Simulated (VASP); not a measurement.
**CdS (sol): single point with PBEsol**

The system is CdS (sol).

```xyz
4
Lattice="4.1247 0.0000 0.0000 -2.0623 3.5721 0.0000 0.0000 0.0000 6.7076" Properties=species:S:1:pos:R:3 pbc="T T T"
Cd    0.0000    2.3814    0.0011
Cd    2.0623    1.1907    3.3549
S     0.0000    2.3814    2.5277
S     2.0623    1.1907    5.8815
```

| Item | Value |
| --- | --- |
| Program | VASP 6.6.1 |
| Task | single point |
| Functional | PBEsol |
| Potentials or basis | VASP PAW PBE potentials, release 64 (Cd, S) |
| Cutoff | 500 eV |
| k mesh | 6 × 6 × 4 |
| Occupations | gaussian, width 0.01 eV |
| Spin | no spin polarisation |

```yaml
Pressure: 0.4 GPa
Band_gap_on_the_k_mesh: 1.10 eV, direct
```

Forces in eV/Å, atoms in the order of the input:
```
Cd   0.000  0.000  0.002
Cd   0.000  0.000  0.002
S    0.000  0.000 -0.002
S    0.000  0.000 -0.002
```

Levels at points of the mesh, in eV from the valence-band top:
```
           k point  band 14  band 15  band 16  band 17  band 18  band 19  band 20  band 21  band 22  band 23
(0.00, 0.00, 0.00)    -0.78    -0.78    -0.05     0.00     0.00     1.10     2.68     6.37     6.37     6.68
(0.50, 0.00, 0.00)    -3.62    -2.73    -1.94    -1.35    -0.78     3.64     3.76     4.97     6.34     6.94
(0.00, 0.00, 0.50)    -2.53    -0.40    -0.40    -0.40    -0.40     2.76     2.76     6.07     6.07     6.73
(0.50, 0.00, 0.50)    -4.24    -1.39    -1.39    -1.37    -1.37     3.36     3.36     5.27     5.27     7.80
```

Wall time 28 s on 1 thread of Intel(R) Xeon(R) 6975P-C (Granite Rapids), on a shared host, peak memory 0.21 GiB.

Caveat: the PAW data sets were made with another functional, which shifts forces and pressure a little.
